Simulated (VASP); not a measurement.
# C (I4/mmm) in VASP: a series of runs

Runs on C. Level: LDA. Tasks: single point.

Program: VASP 6.6.1. These are calculated values, not measurements. Logs are shortened: lines on timing, memory, paths and dates and some standing lists are left out, and cuts for length are marked.

## 1. The cell of the first run

It takes space group I4/mmm (No. 139, tetragonal). The conventional cell has a = 4.748 Å, b = 4.748 Å, c = 4.893 Å, α = 90.00°, β = 90.00°, γ = 90.00°. C (site symmetry m) has 4 C at 1.45 to 1.59 Å within 1.9 Å.

## 2. Single point, LDA (strain -0.015 along x and y, +0.015 along z)

The input, INCAR:

```
SYSTEM = C
PREC = Accurate ; ENCUT = 520
EDIFF = 1E-6 ; ISMEAR = 0
SIGMA = 0.05 ; LREAL = .False.
LASPH = .True. ; NELM = 60
ALGO = Normal ; ISIF = 2
LWAVE = .False. ; LCHARG = .False.
NBANDS = 26
```

The input, KPOINTS:

```
regular mesh
0
Gamma
  8 8 8
  0 0 0
```

The input, POSCAR:

```
C
1.0
   -2.3742423240      2.3742423240      2.4465542730
    2.3742423240     -2.3742423240      2.4465542730
    2.3742423240      2.3742423240     -2.4465542730
C
8
Direct
    0.3254710859      0.0000000000      0.0000000000
    0.6745289141      0.6745289141      0.6745289141
    0.0000000000      0.3254710859      0.0000000000
    0.0000000000      0.0000000000      0.3254710859
    0.0000000000      0.6745289141      0.0000000000
    0.3254710859      0.3254710859      0.3254710859
    0.6745289141      0.0000000000      0.0000000000
    0.0000000000      0.0000000000      0.6745289141
```

Potentials or basis: VASP PAW LDA potentials, release 64 (C).

On the command line:

```
cat potpaw_LDA.64/C/POTCAR > POTCAR
mpirun -np 1 vasp_std > vasp.out
```

OUTCAR:

```text
SYSTEM = C
   PREC = Accurate
   ENCUT = 520
   EDIFF = 1E-6
   ISMEAR = 0
   LREAL = .False.
   LASPH = .True.
   NELM = 60
   ISIF = 2

 ion  position               nearest neighbor table
   1  0.325  0.000  0.000-   7 1.45   6 1.55   8 1.55   5 1.59
   2  0.675  0.675  0.675-   6 1.45   5 1.55   7 1.55   8 1.59
   3  0.000  0.325  0.000-   5 1.45   6 1.55   8 1.55   7 1.59
   4  0.000  0.000  0.325-   8 1.45   7 1.55   5 1.55   6 1.59
   5  0.000  0.675  0.000-   3 1.45   2 1.55   4 1.55   1 1.59
   6  0.325  0.325  0.325-   2 1.45   1 1.55   3 1.55   4 1.59
   7  0.675  0.000  0.000-   1 1.45   2 1.55   4 1.55   3 1.59
   8  0.000  0.000  0.675-   4 1.45   3 1.55   1 1.55   2 1.59

  LATTYP: Found a body centered tetragonal cell.
 ALAT       =     4.7484846480
 C/A-ratio  =     1.0304568528

  Lattice vectors:

 A1 = (  -2.3742423240,   2.3742423240,   2.4465542730)
 A2 = (   2.3742423240,  -2.3742423240,   2.4465542730)
 A3 = (   2.3742423240,   2.3742423240,  -2.4465542730)

Analysis of symmetry for initial positions (statically):
=====================================================================
 Subroutine PRICEL returns:
 Original cell was already a primitive cell.

 Routine SETGRP: Setting up the symmetry group for a
 body centered tetragonal supercell.

 Subroutine GETGRP returns: Found 16 space group operations
 (whereof 16 operations were pure point group operations)
 out of a pool of 16 trial point group operations.

The static configuration has the point symmetry D_4h.

Analysis of symmetry for dynamics (positions and initial velocities):
=====================================================================
 Subroutine PRICEL returns:
 Original cell was already a primitive cell.

 Routine SETGRP: Setting up the symmetry group for a
 body centered tetragonal supercell.

 Subroutine GETGRP returns: Found 16 space group operations
 (whereof 16 operations were pure point group operations)
 out of a pool of 16 trial point group operations.

The dynamic configuration has the point symmetry D_4h.

 Subroutine INISYM returns: Found 16 space group operations
 (whereof 16 operations are pure point group operations),
 and found     1 'primitive' translations

----------------------------------------------------------------------------------------

                                     Primitive cell

  volume of cell :      55.1652

  direct lattice vectors                    reciprocal lattice vectors
    -2.374242324  2.374242324  2.446554273     0.000000000  0.210593500  0.204369061
     2.374242324 -2.374242324  2.446554273     0.210593500  0.000000000  0.204369061
     2.374242324  2.374242324 -2.446554273     0.210593500  0.210593500  0.000000000

  length of vectors
     4.154477228  4.154477228  4.154477228     0.293455849  0.293455849  0.297824183

  position of ions in fractional coordinates (direct lattice)
     0.325471086  0.000000000  0.000000000
     0.674528914  0.674528914  0.674528914
     0.000000000  0.325471086  0.000000000
     0.000000000  0.000000000  0.325471086
     0.000000000  0.674528914  0.000000000
     0.325471086  0.325471086  0.325471086
     0.674528914  0.000000000  0.000000000
     0.000000000  0.000000000  0.674528914

  ion indices of the primitive-cell ions
   primitive index   ion index
                 1           1
                 2           2
                 3           3
                 4           4
                 5           5
                 6           6
                 7           7
                 8           8

----------------------------------------------------------------------------------------

 KPOINTS: regular mesh

Automatic generation of k-mesh.
 Grid dimensions read from file:
 generate k-points for:    8    8    8

 Generating k-lattice:

  Cartesian coordinates                     Fractional coordinates (reciprocal lattice)
     0.000000000  0.026324187  0.025546133     0.125000000  0.000000000  0.000000000
     0.026324187  0.000000000  0.025546133     0.000000000  0.125000000  0.000000000
     0.026324187  0.026324187  0.000000000     0.000000000  0.000000000  0.125000000

  Length of vectors
     0.036681981  0.036681981  0.037228023

  Shift w.r.t. Gamma in fractional coordinates (k-lattice)
     0.000000000  0.000000000  0.000000000

 Subroutine IBZKPT returns following result:
 ===========================================

 Found     59 irreducible k-points:

 Following reciprocal coordinates:
            Coordinates               Weight
  0.000000  0.000000  0.000000      1.000000
  0.125000  0.000000  0.000000      8.000000
  0.250000  0.000000  0.000000      8.000000
  0.375000 -0.000000  0.000000      8.000000
  0.500000  0.000000  0.000000      4.000000
  0.125000  0.125000  0.000000      8.000000
[... 16 lines left out ...]
  0.250000  0.125000  0.125000     16.000000
  0.375000  0.125000  0.125000      8.000000
 [... further k-points ...]
   k-points           NKPTS =     59   k-points in BZ     NKDIM =     59   number of bands    NBANDS=     26
   number of dos      NEDOS =    301   number of ions     NIONS =      8
   total plane-waves  NPLWV =  32768
   dimension x,y,z NGX =    32 NGY =   32 NGZ =   32
   dimension x,y,z NGXF=    64 NGYF=   64 NGZF=   64
   ions per type =               8
   NGX,Y,Z   is equivalent  to a cutoff of  12.81, 12.81, 12.81 a.u.
   NGXF,Y,Z  is equivalent  to a cutoff of  25.61, 25.61, 25.61 a.u.
 SYSTEM =  C
   PREC   = accura    normal or accurate (medium, high low for compatibility)
   ISTART =      0    job   : 0-new  1-cont  2-samecut
   ICHARG =      2    charge: 1-file 2-atom 10-const
   ISPIN  =      1    spin polarized calculation?
   LNONCOLLINEAR =      F non collinear calculations
   LSORBIT =      F    spin-orbit coupling
   LASPH  =      T    aspherical Exc in radial PAW
   ENCUT  =  520.0 eV  38.22 Ry    6.18 a.u.   7.72  7.72  7.72*2*pi/ulx,y,z
   NELM   =     60;   NELMIN=  2; NELMDL= -5     # of ELM steps
   EDIFF  = 0.1E-05   stopping-criterion for ELM
   LREAL  =      F    real-space projection
   EDIFFG = 0.1E-04   stopping-criterion for IOM
   NSW    =      0    number of steps for IOM
   IBRION =     -1    ionic relax: 0-MD 1-quasi-New 2-CG
   NFREE  =      0    steps in history (QN), initial steepest desc. (CG)
   ISIF   =      2    stress and relaxation
   ISYM   =      2    0-nonsym 1-usesym 2-fastsym
   POTIM  = 0.5000    time-step for ionic-motion
   TEBEG  =    0.0;   TEEND  =   0.0 temperature during run
   PSTRESS=    0.0 pullay stress
   NELECT =      32.0000    total number of electrons
   NUPDOWN=      -1.0000    fix difference up-down
   EMIN   =  10.00;   EMAX   =-10.00  energy-range for DOS
   EFERMI =   0.00;   METHOD = LEGACY
   ISMEAR =     0;   SIGMA  =   0.05  broadening in eV -4-tet -1-fermi 0-gaus
   EFERMI_NEDOS =   21; number of points for ismear=-14 and -15
   IALGO  =     38    algorithm
   IMIX   =      4    mixing-type and parameters
     AMIX     =   0.40;   BMIX     =  1.00
     AMIX_MAG =   1.60;   BMIX_MAG =  1.00
  volume/ion in A,a.u.               =       6.90        46.53
  Fermi-wavevector in a.u.,A,eV,Ry     =   1.365326  2.580093 25.362843  1.864116
  Thomas-Fermi vector in A             =   2.491565
   LORBIT       =      0    0 simple, 1 ext, 2 COOP (PROOUT), +10 PAW based schemes
   GGA     = CA    functional components
   LHFCALC =     F    Hartree Fock is set to
   AEXX    =    0.0000 exact exchange contribution
   IVDW    =     0    specifies the selected vdW correction
   LEPSILON=     F    determine dielectric tensor
   LRPA    =     F    only Hartree local field effects (RPA)
 non-spin polarized calculation
 Gauss-broadening in eV      SIGMA  =   0.05
  energy-cutoff  :      520.00
  volume of cell :       55.17
 maximum number of plane-waves:      1497
   NGX = 15   NGY = 15   NGZ = 15

 number of electron      32.0000006 magnetization

 Free energy of the ion-electron system (eV)
  ---------------------------------------------------
  ext. energy  EPLUGINS =         0.00000000
  ---------------------------------------------------
  free energy    TOTEN  =       -75.19374365 eV

  energy without entropy =      -75.19374365  energy(sigma->0) =      -75.19374365

 E-fermi :   7.4016     XC(G=0): -12.0832

 val. band max:        7.1783927525   @ k =   0.5000   0.5000   0.5000
 cond. band min:       9.7964263368   @ k =  -0.1250  -0.1250   0.1250
 fundamental gap:      2.6180335843
 Fermi energy:         7.4015925314

 k-point     1 :       0.0000    0.0000    0.0000
  band No.  band energies     occupation
      1     -14.1551      2.00000
      2      -6.2458      2.00000
      3      -5.6575      2.00000
      4      -5.6575      2.00000
      5      -4.8887      2.00000
      6      -4.8887      2.00000
[... 18 lines left out ...]
     25      18.5476      0.00000
     26      18.9909      0.00000

 k-point     2 :       0.1250    0.0000    0.0000
  band No.  band energies     occupation
      1     -14.0569      2.00000
      2      -7.0333      2.00000
      3      -6.2054      2.00000
      4      -5.8777      2.00000
      5      -4.9006      2.00000
      6      -4.8067      2.00000
[... 18 lines left out ...]
     25      18.4427      0.00000
     26      18.7754      0.00000

 k-point     3 :       0.2500    0.0000    0.0000
  band No.  band energies     occupation
      1     -13.7887      2.00000
      2      -8.2602      2.00000
      3      -6.8220      2.00000
      4      -5.8210      2.00000
      5      -5.0014      2.00000
      6      -4.9991      2.00000
[... 18 lines left out ...]
     25      18.2669      0.00000
     26      18.7225      0.00000

 k-point     4 :       0.3750   -0.0000    0.0000
  band No.  band energies     occupation
      1     -13.4541      2.00000
      2      -9.2151      2.00000
      3      -7.2103      2.00000
      4      -5.7387      2.00000
      5      -5.1902      2.00000
      6      -5.1052      2.00000
[... 18 lines left out ...]
     25      18.6195      0.00000
     26      19.0373      0.00000

 k-point     5 :       0.5000    0.0000    0.0000
  band No.  band energies     occupation
      1     -13.2833      2.00000
      2      -9.5978      2.00000
      3      -7.3414      2.00000
      4      -5.7027      2.00000
      5      -5.2633      2.00000
      6      -5.1507      2.00000
[... 18 lines left out ...]
     25      18.5703      0.00000
     26      19.5462      0.00000

 k-point     6 :       0.1250    0.1250    0.0000
  band No.  band energies     occupation
      1     -13.8751      2.00000
      2      -7.8761      2.00000
      3      -6.7267      2.00000
      4      -6.1832      2.00000
      5      -4.9454      2.00000
      6      -3.9884      2.00000
[... 427 lines left out ...]
 k-point    21 :       0.5000    0.5000    0.0000
  band No.  band energies     occupation
      1     -13.2662      2.00000
      2      -9.4095      2.00000
      3      -7.8378      2.00000
      4      -5.5446      2.00000
      5      -5.4128      2.00000
      6      -4.9728      2.00000
[... 18 lines left out ...]
     25      18.8026      0.00000
     26      19.9474      0.00000

 k-point    22 :       0.1250    0.1250    0.1250
  band No.  band energies     occupation
      1     -13.6362      2.00000
      2      -8.5536      2.00000
      3      -7.0346      2.00000
      4      -6.8863      2.00000
      5      -4.2783      2.00000
      6      -3.8130      2.00000
[... 18 lines left out ...]
     25      18.5913      0.00000
     26      19.0591      0.00000

 k-point    23 :       0.2500    0.1250    0.1250
  band No.  band energies     occupation
      1     -13.3592      2.00000
      2      -9.0982      2.00000
      3      -7.6710      2.00000
      4      -7.1171      2.00000
      5      -4.2382      2.00000
      6      -3.7039      2.00000
[... 18 lines left out ...]
     25      18.8759      0.00000
     26      19.2105      0.00000

 k-point    24 :       0.3750    0.1250    0.1250
  band No.  band energies     occupation
      1     -13.2253      2.00000
      2      -9.3186      2.00000
      3      -7.9357      2.00000
      4      -7.1670      2.00000
      5      -4.2486      2.00000
      6      -3.6592      2.00000
[... 18 lines left out ...]
     25      19.1368      0.00000
     26      19.2094      0.00000

 [... further k-points ...]
[... 5 lines left out ...]
  --------------------------------------------------------------------------------------
  -------------------------------------------------------------------------------------
  Total        4.4292970      4.4292970     -1.8110966      0.0000000      0.0000000      0.0000000
  in kB      128.6413100    128.6413100    -52.6001832      0.0000000      0.0000000      0.0000000
  external PRESSURE =      68.2274789 kB  Pullay stress =       0.0000000 kB

 VOLUME and BASIS-vectors are now :
 -----------------------------------------------------------------------------
  energy-cutoff  :      520.00
  volume of cell :       55.17
      direct lattice vectors                 reciprocal lattice vectors
    -2.374242324  2.374242324  2.446554273     0.000000000  0.210593500  0.204369061
     2.374242324 -2.374242324  2.446554273     0.210593500  0.000000000  0.204369061
     2.374242324  2.374242324 -2.446554273     0.210593500  0.210593500  0.000000000

 POSITION                                       TOTAL-FORCE (eV/Angst)
 -----------------------------------------------------------------------------------
     -0.77275      0.77275      0.79628        -0.361988      0.361988     -0.398919
      1.60150      1.60150      1.65027        -0.361988     -0.361988      0.398919
      0.77275     -0.77275      0.79628         0.361988     -0.361988     -0.398919
      0.77275      0.77275     -0.79628         0.361988      0.361988      0.398919
      1.60150     -1.60150      1.65027        -0.361988      0.361988      0.398919
      0.77275      0.77275      0.79628         0.361988      0.361988     -0.398919
     -1.60150      1.60150      1.65027         0.361988     -0.361988      0.398919
      1.60150      1.60150     -1.65027        -0.361988     -0.361988     -0.398919
 -----------------------------------------------------------------------------------
    total drift:                                0.000000      0.000000     -0.000000

  FREE ENERGIE OF THE ION-ELECTRON SYSTEM (eV)
  ---------------------------------------------------
  free  energy   TOTEN  =       -75.1937436532 eV

  energy  without entropy=      -75.1937436532  energy(sigma->0) =      -75.19374365
```

Wall time 36 s (1 thread of Intel Xeon 6975P-C, shared host); peak memory 0.18 GiB.

What came out:

| Item | Value |
| --- | --- |
| Free energy | -75.1937 eV |
| Pressure | 6.8 GPa |
| Largest force | 0.649 eV/Å |
| Band gap on the k mesh | 2.62 eV, indirect (least direct gap 3.36 eV) |

Forces in eV/Å, atoms in the order of the input:
```
C   -0.362  0.362 -0.399
C   -0.362 -0.362  0.399
C    0.362 -0.362 -0.399
C    0.362  0.362  0.399
C   -0.362  0.362  0.399
C    0.362  0.362 -0.399
C    0.362 -0.362  0.399
C   -0.362 -0.362 -0.399
```

Caveat: the cell differs from its parent crystal (strain -0.015 along x and y, +0.015 along z). A k mesh can miss the band edges.

## 3. Single point, LDA (strain +0.000 along x and y, +0.015 along z)

The input, INCAR:

```
PREC = Accurate
ENCUT = 520
EDIFF = 1E-6
ISMEAR = 0
SIGMA = 0.05
LREAL = F
LASPH = T
NELM = 100
ALGO = Normal
ISIF = 2
LWAVE = F
LCHARG = F
GGA = CA
NBANDS = 26
```

The input, KPOINTS:

```
regular mesh
0
Gamma
  8 8 8
```

POSCAR: that of step 2 with these lines changed.

```diff
@@ -2,5 +2,5 @@
 1.0
-   -2.3742423240      2.3742423240      2.4465542730
-    2.3742423240     -2.3742423240      2.4465542730
-    2.3742423240      2.3742423240     -2.4465542730
+   -2.4103982985      2.4103982985      2.4465542730
+    2.4103982985     -2.4103982985      2.4465542730
+    2.4103982985      2.4103982985     -2.4465542730
 C
```

Potentials or basis: VASP PAW LDA potentials, release 64 (C).

On the command line:

```
cat potpaw_LDA.64/C/POTCAR > POTCAR
mpirun -np 1 vasp_std > vasp.out
```

Wall time 45 s (1 thread of Intel Xeon 6975P-C, shared host); peak memory 0.18 GiB.

It converged, with:

```yaml
Free_energy: -75.2569 eV
Pressure: -3.9 GPa
Largest_force: 0.284 eV/Å
Band_gap_on_the_k_mesh: 2.91 eV, indirect (least direct gap 3.74 eV)
```

Forces on the atoms (eV/Å):
```
C   -0.107  0.107 -0.240
C   -0.107 -0.107  0.240
C    0.107 -0.107 -0.240
C    0.107  0.107  0.240
C   -0.107  0.107  0.240
C    0.107  0.107 -0.240
C    0.107 -0.107  0.240
C   -0.107 -0.107 -0.240
```

Stress tensor (GPa, compression positive):
```
-1.04  0.00  0.00
 0.00 -1.04  0.00
 0.00  0.00 -9.47
```

Levels at points of the mesh, in eV from the valence-band top:
```tsv
k point	band 13	band 14	band 15	band 16	band 17	band 18	band 19	band 20
(0.00, 0.00, 0.00)	-5.31	-0.47	-0.47	-0.26	3.58	4.19	4.19	7.73
(0.50, 0.00, 0.00)	-3.27	-3.05	-2.44	-2.18	3.75	5.56	5.68	6.43
(0.50, 0.50, 0.00)	-3.21	-3.09	-2.28	-2.26	3.84	5.03	5.83	5.97
(0.50, 0.50, 0.50)	-5.93	-0.19	0.00	0.00	3.74	5.64	5.64	5.99
```

Caveat: the cell differs from its parent crystal (strain +0.000 along x and y, +0.015 along z). A k mesh can miss the band edges.

## 4. Single point, LDA (strain +0.015 along x and y, -0.015 along z)

The input, INCAR:

```
  ALGO = Normal
  EDIFF = 1E-6
  ENCUT = 520
  GGA = CA
  ISIF = 2
  ISMEAR = 0
  LASPH = True
  LCHARG = False
  LREAL = False
  LWAVE = False
  NBANDS = 26
  NELM = 80
  PREC = Accurate
  SIGMA = 0.05
```

The input, KPOINTS:

```
k-points
0
Gamma
  8 8 8
```

POSCAR: that of step 3 with these lines changed.

```diff
@@ -2,5 +2,5 @@
 1.0
-   -2.4103982985      2.4103982985      2.4465542730
-    2.4103982985     -2.4103982985      2.4465542730
-    2.4103982985      2.4103982985     -2.4465542730
+   -2.4465542730      2.4465542730      2.3742423240
+    2.4465542730     -2.4465542730      2.3742423240
+    2.4465542730      2.4465542730     -2.3742423240
 C
```

On the command line:

```
cat potpaw_LDA.64/C/POTCAR > POTCAR
mpirun -np 1 vasp_std > vasp.out
```

Wall time 49 s (1 thread of Intel Xeon 6975P-C, shared host); peak memory 0.18 GiB.

The run converged. Its results:

```yaml
Free_energy: -75.2094 eV
Pressure: -3.6 GPa
Largest_force: 0.619 eV/Å
Band_gap_on_the_k_mesh: 2.68 eV, indirect (least direct gap 3.54 eV)
```

Forces in eV/Å, atoms in the order of the input:
```
C    0.237 -0.237  0.521
C    0.237  0.237 -0.521
C   -0.237  0.237  0.521
C   -0.237 -0.237 -0.521
C    0.237 -0.237 -0.521
C   -0.237 -0.237  0.521
C   -0.237  0.237 -0.521
C    0.237  0.237  0.521
```

Stress tensor (GPa, compression positive):
```
-9.51  0.00  0.00
 0.00 -9.51  0.00
 0.00  0.00  8.37
```

Levels at points of the mesh, in eV from the valence-band top:
| k point | band 14 | band 15 | band 16 | band 17 | band 18 | band 19 |
| --- | --- | --- | --- | --- | --- | --- |
| (0.00, 0.00, 0.00) | -0.88 | -0.46 | -0.46 | 3.38 | 3.38 | 4.64 |
| (0.50, 0.00, 0.00) | -3.28 | -2.47 | -2.44 | 3.64 | 4.84 | 5.66 |
| (0.50, 0.50, 0.00) | -3.08 | -2.81 | -2.30 | 3.46 | 5.31 | 5.90 |
| (0.50, 0.50, 0.50) | -0.39 | -0.39 | 0.00 | 3.54 | 5.11 | 5.76 |

Caveat: the cell differs from its parent crystal (strain +0.015 along x and y, -0.015 along z).

(Part 1 of 2 ends here.)
